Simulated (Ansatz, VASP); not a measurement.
## B5W in VASP and in Ansatz

```xyz
6
Lattice="4.1503 0.0000 0.0000 -2.0752 3.5943 0.0000 0.0000 0.0000 2.9579" Properties=species:S:1:pos:R:3 pbc="T T T"
B    -1.0376    1.7971    1.4790
B     0.0000    2.3962    0.0000
B     2.0752    1.1981    0.0000
B     2.0752    0.0000    1.4790
B     1.0376    1.7971    1.4790
W     0.0000    0.0000    0.0000
```

Change from the starting cell: species swapped into the DyNi5 type (P6/mmm, No. 191).

Alike in both runs: functional PBE; k mesh 12 × 12 × 12; occupations gaussian, width 0.1 eV; no spin polarisation.

Ansatz relaxed the structure, and its values are those at the end. VASP's run is a single point on that final structure, the one shown.

```csv
,VASP,Ansatz
version,VASP 6.6.1,Ansatz 0.2.0
potentials or method,"VASP PAW PBE potentials, release 64 (B, W_sv), cutoff 520 eV","scalar-relativistic, plane waves, PAW"
valence electrons in the cell,29,29
```

Ansatz gave:

- gap on the k mesh at the Fermi level (eV): none
- pressure (GPa): 0.0

Q: What did VASP give for the same quantities?

A: gap on the k mesh at the Fermi level (eV): none; pressure (GPa): 0.3.

A gap of «none» marks a metal or a gap that the smearing closes.

Neither program's run includes spin-orbit coupling.
